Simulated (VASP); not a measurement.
Here is a VASP 6.6.1 calculation.

File POSCAR:

```
BiTe
1.0
    2.4227077728      1.3987509848      3.3172919545
   -2.4227077728      1.3987509848      3.3172919545
    0.0000000000     -2.7975019696      3.3172919545
Bi Te
1 1
Direct
    0.5000000000      0.5000000000      0.5000000000
    0.0000000000      0.0000000000      0.0000000000
```

The input INCAR.step1:

```
SYSTEM = BiTe
PREC = Accurate ; ENCUT = 520
EDIFF = 1E-5 ; ISMEAR = -1
SIGMA = 0.05 ; LREAL = .FALSE.
LASPH = .TRUE. ; NELM = 80
ALGO = Normal ; ISIF = 2
LWAVE = .TRUE. ; NBANDS = 18
GGA = PE
```

The input INCAR.step2:

```
SYSTEM = BiTe
PREC = Accurate ; ENCUT = 520
EDIFF = 1E-7 ; ISMEAR = -1
SIGMA = 0.05 ; LREAL = .FALSE.
LASPH = .TRUE. ; NELM = 80
ALGO = Normal ; ISIF = 2
LWAVE = .FALSE. ; LCHARG = .TRUE.
METAGGA = R2SCAN ; LHFCALC = .TRUE.
AEXX = 0.1 ; LMIXTAU = .TRUE.
PRECFOCK = Normal ; LELF = .TRUE.
LVHAR = .TRUE. ; NBANDS = 18
ISTART = 1
```

File KPOINTS:

```
regular mesh
0
G
  4 4 4
  0 0 0
```

Potentials or basis: VASP PAW PBE potentials, release 64 (Bi_d, Te).

The run is started by

```console
$ cat potpaw_PBE.64/Bi_d/POTCAR potpaw_PBE.64/Te/POTCAR > POTCAR
$ cp INCAR.step1 INCAR
$ mpirun -np 1 vasp_std > vasp.out
$ cp INCAR.step2 INCAR
$ mpirun -np 1 vasp_std > vasp.out
```

What does it give for the pressure?

-1.4 GPa.

Predict the band gap on the k mesh.

zero (an odd number of electrons rules out a gap without spin polarisation).

Stress tensor (GPa, compression positive):
```
-1.63  0.00  0.00
 0.00 -1.63  0.00
 0.00  0.00 -1.08
```

Caveat: the k points lie up to 0.41 Å⁻¹ apart, too coarse for converged energies and pressures of a metal; the PAW data sets were made with another functional, which shifts forces and pressure a little; spin-orbit coupling is left out, which moves the levels of the heavy elements.
